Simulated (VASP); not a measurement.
# SnO2 (Cm) in VASP: notebook

The runs below take SnO2 through single point, with PBE+D3(BJ).

Program: VASP 6.6.1. These are calculated values, not measurements. Logs are shortened: lines on timing, memory, paths and dates and some standing lists are left out, and cuts for length are marked.

## Step 1: The cell of the first run

The structure is monoclinic, space group Cm (No. 8). Conventional cell: a = 5.607 Å, b = 3.237 Å, c = 4.680 Å, α = 90.00°, β = 113.54°, γ = 90.00°. Within 2.7 Å of Sn (site symmetry m) lie 6 O at 2.00 to 2.23 Å. O (site symmetry m) has 3 Sn at 2.00 to 2.17 Å and 3 O at 2.72 Å within 2.8 Å. Within 2.8 Å of O (site symmetry m) lie 3 Sn at 2.06 to 2.23 Å and 3 O at 2.72 Å.

## Step 2: Single point, PBE+D3(BJ) (atoms displaced along a vibrational mode)

Input file INCAR:

```
  PREC = Accurate
  ENCUT = 520
  EDIFF = 1E-6
  ISMEAR = 0
  SIGMA = 0.05
  LREAL = False
  LASPH = True
  NELM = 100
  ALGO = Normal
  ISIF = 2
  LWAVE = False
  LCHARG = False
  GGA = PE
  IVDW = 12
  NBANDS = 64
```

Input file KPOINTS:

```
regular mesh
0
Gamma
  6 6 6
```

Input file POSCAR:

```
SnO2
1.0
    3.2373377715      1.8690778339      4.2908446674
   -3.2373377715      1.8690778339      4.2908446674
    0.0000000000     -3.7381556677      4.2908446674
Sn O
4 8
Direct
    0.8695952743      0.8623707495      0.8623707498
    0.3695822363      0.3623997796      0.8623816042
    0.3695822363      0.8623816038      0.3623997799
    0.8695954493      0.3623932899      0.3623932903
    0.1034053538      0.6300973100      0.6300973087
    0.6033309752      0.1300853902      0.6300728015
    0.6033309752      0.6300728028      0.1300853889
    0.5906374459      0.6172872976      0.6172872964
    0.1033836406      0.1300885093      0.1300885081
    0.0905613388      0.1173233238      0.6173061868
    0.0905613388      0.6173061880      0.1173233225
    0.5905770064      0.1172911245      0.1172911233
```

Potentials or basis: VASP PAW PBE potentials, release 64 (Sn_d, O).

Launch:

```console
$ cat potpaw_PBE.64/Sn_d/POTCAR potpaw_PBE.64/O/POTCAR > POTCAR
$ mpirun -np 1 vasp_std > vasp.out
```

OUTCAR:

```text
PREC = Accurate
   ENCUT = 520
   EDIFF = 1E-6
   ISMEAR = 0
   LREAL = False
   LASPH = True
   NELM = 100
   ISIF = 2
   GGA = PE
   IVDW = 12
 IVDW          = 12

 ion  position               nearest neighbor table
   1  0.870  0.862  0.862-   5 2.00  11 2.06  10 2.06   7 2.17   6 2.17  12 2.23   2 3.24   3 3.24
                             4 3.24   4 3.24   2 3.24   3 3.24
   2  0.370  0.362  0.862-   6 2.00  12 2.06   8 2.06   5 2.17   9 2.17  11 2.23   1 3.24   3 3.24
                             4 3.24   4 3.24   3 3.24   1 3.24
   3  0.370  0.862  0.362-   7 2.00  12 2.06   8 2.06   5 2.17   9 2.17  10 2.23   1 3.24   2 3.24
                             4 3.24   4 3.24   2 3.24   1 3.24
   4  0.870  0.362  0.362-   9 2.00  10 2.06  11 2.06   6 2.17   7 2.17   8 2.23   3 3.24   2 3.24
                             1 3.24   1 3.24   3 3.24   2 3.24
   5  0.103  0.630  0.630-   1 2.00   3 2.17   2 2.17
   6  0.603  0.130  0.630-   2 2.00   4 2.17   1 2.17
   7  0.603  0.630  0.130-   3 2.00   4 2.17   1 2.17
   8  0.591  0.617  0.617-   3 2.06   2 2.06   4 2.23
   9  0.103  0.130  0.130-   4 2.00   2 2.17   3 2.17
  10  0.091  0.117  0.617-   4 2.06   1 2.06   3 2.23
  11  0.091  0.617  0.117-   4 2.06   1 2.06   2 2.23
  12  0.591  0.117  0.117-   2 2.06   3 2.06   1 2.23

  LATTYP: Found a trigonal (rhomboedric) cell.
 ALAT       =     5.6907957050
 COS(alpha) =     0.3527679208

  Lattice vectors:

 A1 = (   3.2373377715,   1.8690778339,   4.2908446674)
 A2 = (  -3.2373377715,   1.8690778339,   4.2908446674)
 A3 = (   0.0000000000,  -3.7381556677,   4.2908446674)

Analysis of symmetry for initial positions (statically):
=====================================================================
 Subroutine PRICEL returns:
 Original cell was already a primitive cell.

 Routine SETGRP: Setting up the symmetry group for a
 trigonal (rhombohedral) supercell.

 Subroutine GETGRP returns: Found  2 space group operations
 (whereof  2 operations were pure point group operations)
 out of a pool of 12 trial point group operations.

The static configuration has the point symmetry C_1h.

Analysis of symmetry for dynamics (positions and initial velocities):
=====================================================================
 Subroutine PRICEL returns:
 Original cell was already a primitive cell.

 Routine SETGRP: Setting up the symmetry group for a
 trigonal (rhombohedral) supercell.

 Subroutine GETGRP returns: Found  2 space group operations
 (whereof  2 operations were pure point group operations)
 out of a pool of 12 trial point group operations.

The dynamic configuration has the point symmetry C_1h.

 Subroutine INISYM returns: Found  2 space group operations
 (whereof  2 operations are pure point group operations),
 and found     1 'primitive' translations

----------------------------------------------------------------------------------------

                                     Primitive cell

  volume of cell :     155.7792

  direct lattice vectors                    reciprocal lattice vectors
     3.237337772  1.869077834  4.290844667     0.154447894  0.089170533  0.077684782
    -3.237337772  1.869077834  4.290844667    -0.154447894  0.089170533  0.077684782
     0.000000000 -3.738155668  4.290844667     0.000000000 -0.178341066  0.077684782

  length of vectors
     5.690795705  5.690795705  5.690795705     0.194526248  0.194526248  0.194526248

  position of ions in fractional coordinates (direct lattice)
     0.869595274  0.862370750  0.862370750
     0.369582236  0.362399780  0.862381604
     0.369582236  0.862381604  0.362399780
     0.869595449  0.362393290  0.362393290
     0.103405354  0.630097310  0.630097309
     0.603330975  0.130085390  0.630072801
     0.603330975  0.630072803  0.130085389
     0.590637446  0.617287298  0.617287296
     0.103383641  0.130088509  0.130088508
     0.090561339  0.117323324  0.617306187
     0.090561339  0.617306188  0.117323322
     0.590577006  0.117291124  0.117291123

  ion indices of the primitive-cell ions
   primitive index   ion index
                 1           1
                 2           2
                 3           3
                 4           4
                 5           5
                 6           6
                 7           7
                 8           8
                 9           9
                10          10
                11          11
                12          12

----------------------------------------------------------------------------------------

 KPOINTS: regular mesh

Automatic generation of k-mesh.
 Grid dimensions read from file:
 generate k-points for:    6    6    6

 Generating k-lattice:

  Cartesian coordinates                     Fractional coordinates (reciprocal lattice)
     0.025741316  0.014861756  0.012947464     0.166666667 -0.000000000  0.000000000
    -0.025741316  0.014861756  0.012947464    -0.000000000  0.166666667  0.000000000
     0.000000000 -0.029723511  0.012947464     0.000000000  0.000000000  0.166666667

  Length of vectors
     0.032421041  0.032421041  0.032421041

  Shift w.r.t. Gamma in fractional coordinates (k-lattice)
     0.000000000  0.000000000  0.000000000

 Subroutine IBZKPT returns following result:
 ===========================================

 Found     68 irreducible k-points:

 Following reciprocal coordinates:
            Coordinates               Weight
  0.000000  0.000000  0.000000      1.000000
  0.166667  0.000000  0.000000      2.000000
  0.000000  0.166667  0.000000      4.000000
  0.333333  0.000000  0.000000      2.000000
  0.000000  0.333333  0.000000      4.000000
  0.500000  0.000000  0.000000      1.000000
[... 16 lines left out ...]
  0.500000  0.333333 -0.000000      4.000000
  0.000000  0.500000  0.333333      4.000000
 [... further k-points ...]
   k-points           NKPTS =     68   k-points in BZ     NKDIM =     68   number of bands    NBANDS=     64
   number of dos      NEDOS =    301   number of ions     NIONS =     12
   total plane-waves  NPLWV =  74088
   dimension x,y,z NGX =    42 NGY =   42 NGZ =   42
   dimension x,y,z NGXF=    84 NGYF=   84 NGZF=   84
   ions per type =               4   8
   NGX,Y,Z   is equivalent  to a cutoff of  12.27, 12.27, 12.27 a.u.
   NGXF,Y,Z  is equivalent  to a cutoff of  24.54, 24.54, 24.54 a.u.
 SYSTEM =  unknown system
   PREC   = accura    normal or accurate (medium, high low for compatibility)
   ISTART =      0    job   : 0-new  1-cont  2-samecut
   ICHARG =      2    charge: 1-file 2-atom 10-const
   ISPIN  =      1    spin polarized calculation?
   LNONCOLLINEAR =      F non collinear calculations
   LSORBIT =      F    spin-orbit coupling
   LASPH  =      T    aspherical Exc in radial PAW
   ENCUT  =  520.0 eV  38.22 Ry    6.18 a.u.  10.58 10.58 10.58*2*pi/ulx,y,z
   NELM   =    100;   NELMIN=  2; NELMDL= -5     # of ELM steps
   EDIFF  = 0.1E-05   stopping-criterion for ELM
   LREAL  =      F    real-space projection
   EDIFFG = 0.1E-04   stopping-criterion for IOM
   NSW    =      0    number of steps for IOM
   IBRION =     -1    ionic relax: 0-MD 1-quasi-New 2-CG
   NFREE  =      0    steps in history (QN), initial steepest desc. (CG)
   ISIF   =      2    stress and relaxation
   ISYM   =      2    0-nonsym 1-usesym 2-fastsym
   POTIM  = 0.5000    time-step for ionic-motion
   TEBEG  =    0.0;   TEEND  =   0.0 temperature during run
   PSTRESS=    0.0 pullay stress
   NELECT =     104.0000    total number of electrons
   NUPDOWN=      -1.0000    fix difference up-down
   EMIN   =  10.00;   EMAX   =-10.00  energy-range for DOS
   EFERMI =   0.00;   METHOD = LEGACY
   ISMEAR =     0;   SIGMA  =   0.05  broadening in eV -4-tet -1-fermi 0-gaus
   EFERMI_NEDOS =   21; number of points for ismear=-14 and -15
   IALGO  =     38    algorithm
   IMIX   =      4    mixing-type and parameters
     AMIX     =   0.40;   BMIX     =  1.00
     AMIX_MAG =   1.60;   BMIX_MAG =  1.00
  volume/ion in A,a.u.               =      12.98        87.60
  Fermi-wavevector in a.u.,A,eV,Ry     =   1.430813  2.703844 27.854188  2.047225
  Thomas-Fermi vector in A             =   2.550617
   LORBIT       =      0    0 simple, 1 ext, 2 COOP (PROOUT), +10 PAW based schemes
   GGA     = PE    functional components
   LHFCALC =     F    Hartree Fock is set to
   AEXX    =    0.0000 exact exchange contribution
   IVDW    =    12    specifies the selected vdW correction
   LEPSILON=     F    determine dielectric tensor
   LRPA    =     F    only Hartree local field effects (RPA)
 non-spin polarized calculation
 Gauss-broadening in eV      SIGMA  =   0.05
  energy-cutoff  :      520.00
  volume of cell :      155.78
 maximum number of plane-waves:      4212
   NGX = 21   NGY = 21   NGZ = 21

 number of electron     103.9999993 magnetization

 Free energy of the ion-electron system (eV)
  ---------------------------------------------------
  ext. energy  EPLUGINS =         0.00000000
  ---------------------------------------------------
  free energy    TOTEN  =       -72.18531831 eV

  energy without entropy =      -72.18531831  energy(sigma->0) =      -72.18531831

 E-fermi :   5.1060     XC(G=0): -10.7273

 val. band max:        4.8684841533   @ k =   0.0000   0.0000   0.0000
 cond. band min:       6.4021696225   @ k =   0.0000   0.0000   0.0000
 fundamental gap:      1.5336854692
 Fermi energy:         5.1059577960

 k-point     1 :       0.0000    0.0000    0.0000
  band No.  band energies     occupation
      1     -15.9903      2.00000
      2     -15.9630      2.00000
      3     -15.9625      2.00000
      4     -15.3863      2.00000
      5     -15.2252      2.00000
      6     -15.1473      2.00000
[... 1597 lines left out ...]
     63      14.2342      0.00000
     64      14.7559      0.00000

 [... further k-points ...]

------------------------ aborting loop because EDIFF is reached ----------------------------------------

 Edisp (eV)   -2.41300

 E8    (eV) :    -0.9594

  FORCE on cell =-STRESS in cart. coord.  units (eV):
  Direction    XX          YY          ZZ          XY          YZ          ZX
  --------------------------------------------------------------------------------------
  -------------------------------------------------------------------------------------
  Total       3.30273     2.38317     1.82386     0.79636    -0.92146    -1.59602
  in kB      33.96832    24.51075    18.75826     8.19049    -9.47720   -16.41498
  external pressure =       25.75 kB  Pullay stress =        0.00 kB

 VOLUME and BASIS-vectors are now :
 -----------------------------------------------------------------------------
  energy-cutoff  :      520.00
  volume of cell :      155.78
      direct lattice vectors                 reciprocal lattice vectors
     3.237337772  1.869077834  4.290844667     0.154447894  0.089170533  0.077684782
    -3.237337772  1.869077834  4.290844667    -0.154447894  0.089170533  0.077684782
     0.000000000 -3.738155668  4.290844667     0.000000000 -0.178341066  0.077684782

 POSITION                                       TOTAL-FORCE (eV/Angst)
 -----------------------------------------------------------------------------------
      0.02339      0.01350     11.13190        -1.657926     -0.957204      0.063238
      0.02325     -1.85559      6.84117        -1.648421     -0.954509      0.063755
     -1.59536      0.94793      6.84117        -1.650840     -0.950320      0.063755
      1.64198      0.94800      6.84125        -1.653639     -0.954729      0.059410
     -1.70508     -0.98443      5.85100         1.030111      0.594735     -0.285015
      1.53206     -0.98450      5.85052         1.030084      0.594563     -0.280770
     -0.08657      1.81905      5.85052         1.029948      0.594798     -0.280770
     -0.08627     -0.04981      7.83170         0.621369      0.358747      0.218967
     -0.08645     -0.04991      1.55998         1.028229      0.593649     -0.282784
     -0.08664     -1.91903      3.54077         0.624600      0.358643      0.219933
     -1.70525      0.88449      3.54077         0.622894      0.361597      0.219933
      1.53219      0.88461      3.54063         0.623591      0.360030      0.220349
 -----------------------------------------------------------------------------------
    total drift:                               -0.000362     -0.000251      0.000328

  FREE ENERGIE OF THE ION-ELECTRON SYSTEM (eV)
  ---------------------------------------------------
  free  energy   TOTEN  =       -74.5983145066 eV

  energy  without entropy=      -74.5983145066  energy(sigma->0) =      -74.59831451
```

It took 5.8 min on 1 thread of Intel Xeon 6975P-C (Granite Rapids), shared host; peak memory 0.57 GiB.

Results:

- Free energy: -74.5983 eV
- Pressure: 2.6 GPa
- Largest force: 1.915 eV/Å
- Band gap on the k mesh: 1.53 eV
- Dispersion energy per atom: -0.201 eV

Forces in eV/Å, atoms in the order of the input:
```
Sn  -1.658 -0.957  0.063
Sn  -1.648 -0.955  0.064
Sn  -1.651 -0.950  0.064
Sn  -1.654 -0.955  0.059
O    1.030  0.595 -0.285
O    1.030  0.595 -0.281
O    1.030  0.595 -0.281
O    0.621  0.359  0.219
O    1.028  0.594 -0.283
O    0.625  0.359  0.220
O    0.623  0.362  0.220
O    0.624  0.360  0.220
```

Stress tensor (GPa, compression positive):
```
 3.40  0.82 -1.64
 0.82  2.45 -0.95
-1.64 -0.95  1.88
```

Levels at points of the mesh, in eV from the valence-band top:
```csv
k point,band 49,band 50,band 51,band 52,band 53,band 54,band 55,band 56
"(0.00, 0.00, 0.00)",-0.08,-0.08,-0.06,0.00,1.53,4.72,4.72,4.76
"(0.50, 0.00, 0.00)",-0.40,-0.40,-0.09,-0.09,4.05,4.05,5.48,5.48
"(0.00, 0.50, 0.00)",-0.41,-0.41,-0.09,-0.09,4.02,4.02,5.51,5.51
"(0.50, 0.50, 0.00)",-0.59,-0.59,-0.18,-0.18,4.43,4.43,5.51,5.51
"(0.00, 0.50, 0.50)",-0.58,-0.58,-0.19,-0.19,4.44,4.44,5.48,5.48
"(0.50, 0.50, 0.50)",-1.06,-0.97,-0.96,-0.96,3.44,5.23,5.23,5.26
```

Caveat: the cell differs from its parent crystal (atoms displaced along a vibrational mode); spin-orbit coupling is left out, which moves the levels of the heavy elements; forces of over 1 eV/Å act on the atoms, so gaps and moduli don't describe the material at rest.

## Step 3: Single point, PBE+D3(BJ) (atoms displaced along several vibrational modes)

Input file INCAR:

```
SYSTEM = SnO2
PREC = Accurate ; ENCUT = 520
EDIFF = 1E-6 ; ISMEAR = 0
SIGMA = 0.05 ; LREAL = .False.
LASPH = .True. ; NELM = 80
ALGO = Normal ; ISIF = 2
LWAVE = .False. ; LCHARG = .True.
GGA = PE ; IVDW = 12
LELF = .True. ; LVHAR = .True.
NBANDS = 64
```

Input file KPOINTS:

```
regular mesh
0
Gamma
  6 6 6
  0 0 0
```

Input file POSCAR:

```
SnO2
1.0
    3.2373377715      1.8690778339      4.2908446674
   -3.2373377715      1.8690778339      4.2908446674
    0.0000000000     -3.7381556677      4.2908446674
Sn O
4 8
Direct
    0.8599546587      0.8671910576      0.8671910572
    0.3600072920      0.3671776881      0.8671939417
    0.3600072920      0.8671939421      0.3671776878
    0.8599707735      0.3671903263      0.3671903260
    0.1143731293      0.6245326039      0.6245326271
    0.6144154701      0.1246014902      0.6245530127
    0.6144154701      0.6245529895      0.1246015134
    0.6507647094      0.5872236756      0.5872236549
    0.1143948659      0.1245828844      0.1245829076
    0.1508402527      0.0871440762      0.5872054981
    0.1508402527      0.5872055188      0.0871440555
    0.6507783643      0.0871914776      0.0871914569
```

Potentials or basis: VASP PAW PBE potentials, release 64 (Sn_d, O).

Launch:

```console
$ cat potpaw_PBE.64/Sn_d/POTCAR potpaw_PBE.64/O/POTCAR > POTCAR
$ mpirun -np 1 vasp_std > vasp.out
```

Run time: 7.5 min. Hardware: 1 thread of AMD EPYC 9R45 (Zen 5), shared host; peak memory 0.54 GiB.

The run converged. Its results:

- Free energy: -73.3352 eV
- Pressure: 6.2 GPa
- Largest force: 3.935 eV/Å
- Band gap on the k mesh: 1.43 eV
- Dispersion energy per atom: -0.201 eV

Forces in eV/Å, atoms in the order of the input:
```
Sn   2.751  1.588 -1.219
Sn   2.739  1.586 -1.221
Sn   2.743  1.579 -1.221
Sn   2.742  1.583 -1.211
O    0.446  0.258 -0.148
O    0.448  0.257 -0.154
O    0.446  0.259 -0.154
O   -3.185 -1.839  1.367
O    0.448  0.258 -0.153
O   -3.194 -1.844  1.371
O   -3.194 -1.845  1.371
O   -3.190 -1.842  1.371
```

Stress tensor (GPa, compression positive):
```
  7.92   3.34 -13.16
  3.34   4.07  -7.60
-13.16  -7.60   6.49
```

Levels at points of the mesh, in eV from the valence-band top:
| k point | band 50 | band 51 | band 52 | band 53 | band 54 | band 55 |
| --- | --- | --- | --- | --- | --- | --- |
| (0.00, 0.00, 0.00) | -0.07 | 0.00 | 0.00 | 1.43 | 4.57 | 4.57 |
| (0.50, 0.00, 0.00) | -0.27 | -0.24 | -0.24 | 4.20 | 4.20 | 5.36 |
| (0.00, 0.50, 0.00) | -0.53 | -0.06 | -0.06 | 3.82 | 3.82 | 5.53 |
| (0.50, 0.50, 0.00) | -0.61 | -0.14 | -0.13 | 4.22 | 4.22 | 5.58 |
| (0.00, 0.50, 0.50) | -0.64 | -0.30 | -0.30 | 4.55 | 4.56 | 5.23 |
| (0.50, 0.50, 0.50) | -0.86 | -0.86 | -0.79 | 3.30 | 4.93 | 4.93 |

Caveat: the cell differs from its parent crystal (atoms displaced along several vibrational modes); the cell stands under pressure; spin-orbit coupling is left out, which moves the levels of the heavy elements; forces of over 1 eV/Å act on the atoms, so gaps and moduli don't describe the material at rest.
